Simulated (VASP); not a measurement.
A run of VASP 6.6.1 is set up as follows.

Contents of INCAR:

```
ALGO = Normal
EDIFF = 1E-6
ENCUT = 520
GGA = PS
ISIF = 2
ISMEAR = -1
LASPH = T
LCHARG = F
LREAL = F
LWAVE = F
NBANDS = 13
NELM = 80
PREC = Accurate
SIGMA = 0.05
```

Contents of KPOINTS:

```
k-points
0
Gamma
  16 16 16
```

File POSCAR:

```
Pb
1.0
    0.0000000000      2.4656060024      2.4656060024
    2.4656060024      0.0000000000      2.4656060024
    2.4656060024      2.4656060024      0.0000000000
Pb
1
Direct
    0.0000000000      0.0000000000      0.0000000000
```

Potentials or basis: VASP PAW PBE potentials, release 64 (Pb_d).

The run is started by

```bash
$ cat potpaw_PBE.64/Pb_d/POTCAR > POTCAR
$ mpirun -np 1 vasp_std > vasp.out
```

(1) Estimate the pressure.

(2) Estimate the band gap on the k mesh.

Results:

(1) -0.1 GPa.

(2) zero (bands 7 and 8 overlap by 9.23 eV).

Caveat: the PAW data sets were made with another functional, which shifts forces and pressure a little; spin-orbit coupling is left out, which moves the levels of the heavy elements.
